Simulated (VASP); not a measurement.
## SiP5: relaxation of cell and atoms with PBE

SiP5:

```
Si P
1.0
     0.00000    3.87108    3.87108
     3.87108    0.00000    3.87108
     3.87108    3.87108    0.00000
Si P
1 5
Direct
  0.00000 0.00000 0.00000
  0.62475 0.12574 0.62475
  0.25000 0.25000 0.25000
  0.12574 0.62475 0.62475
  0.62475 0.62475 0.62475
  0.62475 0.62475 0.12574
```

The cell was generated, and may not be a known phase.

| Item | Value |
| --- | --- |
| Program | VASP 6.6.1 |
| Task | relaxation of cell and atoms |
| Functional | PBE |
| Potentials or basis | VASP PAW PBE potentials, release 64 (Si, P) |
| Cutoff | 600 eV |
| k mesh | 4 × 4 × 4 |
| Occupations | gaussian, width 0.1 eV |
| Spin | no spin polarisation |
| Dipole correction | no |
| Further INCAR settings | ALGO = Normal; EDIFF = 1e-06; IBRION = 2; EDIFFG = -0.04; NSW = 90; ISIF = 3 |

```yaml
Relaxed_volume: 15.09 Å³/atom
Relaxed_cell: a = 5.041 Å, b = 5.041 Å, c = 5.041 Å, α = 60.00°, β = 60.00°, γ = 60.00°
Space_group_after_relaxing_to_0.1_Å: F-43m (No. 216)
Energy_gained_by_relaxing: 215.0 meV/atom
Ionic_steps: 7
Pressure_after_relaxing: -0.1 GPa
Largest_force_after_relaxing: 0.015 eV/Å
Band_gap_on_the_k_mesh: zero (an odd number of electrons rules out a gap without spin polarisation)
```

Forces in eV/Å, atoms in the order of the input:
```
Si   0.000  0.000  0.000
P    0.009 -0.009  0.009
P    0.000  0.000  0.000
P   -0.009  0.009  0.009
P   -0.009 -0.009 -0.009
P    0.009  0.009 -0.009
```

Step by step:
| step | energy change (eV) | largest force (eV/Å) | pressure (GPa) | volume (Å³) |
| --- | --- | --- | --- | --- |
| 1 | 0.0000 | 0.0066 | -13.03 | 116.02 |
| 2 | -1.2825 | 0.1106 | -1.10 | 91.56 |
| 3 | -1.2865 | 0.1066 | -0.03 | 90.44 |
| 4 | -1.2860 | 0.1048 | 0.43 | 89.97 |
| 5 | -1.2884 | 0.0722 | -0.08 | 90.50 |
| 6 | -1.2887 | 0.0560 | -0.33 | 90.78 |
| 7 | -1.2897 | 0.0151 | -0.08 | 90.56 |

Final structure:
```
CELL_PARAMETERS angstrom
0.00000 3.56426 3.56426
3.56426 0.00000 3.56426
3.56426 3.56426 0.00000
ATOMIC_POSITIONS crystal
Si 0.00000 0.00000 0.00000
P 0.62371 0.12886 0.62371
P 0.25000 0.25000 0.25000
P 0.12886 0.62371 0.62371
P 0.62371 0.62371 0.62371
P 0.62371 0.62371 0.12886
```

Levels at points of the mesh, in eV from the Fermi level:
| k point | band 12 | band 13 | band 14 | band 15 | band 16 | band 17 | band 18 |
| --- | --- | --- | --- | --- | --- | --- | --- |
| (0.00, 0.00, 0.00) | -4.37 | -3.31 | -3.31 | -3.31 | 2.85 | 2.85 | 2.85 |
| (0.50, 0.00, 0.00) | -2.79 | -2.57 | -2.57 | 0.14 | 0.40 | 1.37 | 1.37 |
| (0.50, 0.50, 0.00) | -2.33 | -1.94 | -1.72 | -0.66 | -0.50 | -0.19 | 0.62 |

Run time: 75 s on 1 thread of Intel(R) Xeon(R) Platinum 8488C (Sapphire Rapids), on a shared host, peak memory 0.32 GiB.

Caveat: the volume moved by over 15 % at a fixed basis, so the end points are rough; an odd number of electrons without spin polarisation forces a metal; a magnetic or distorted state may lie lower.
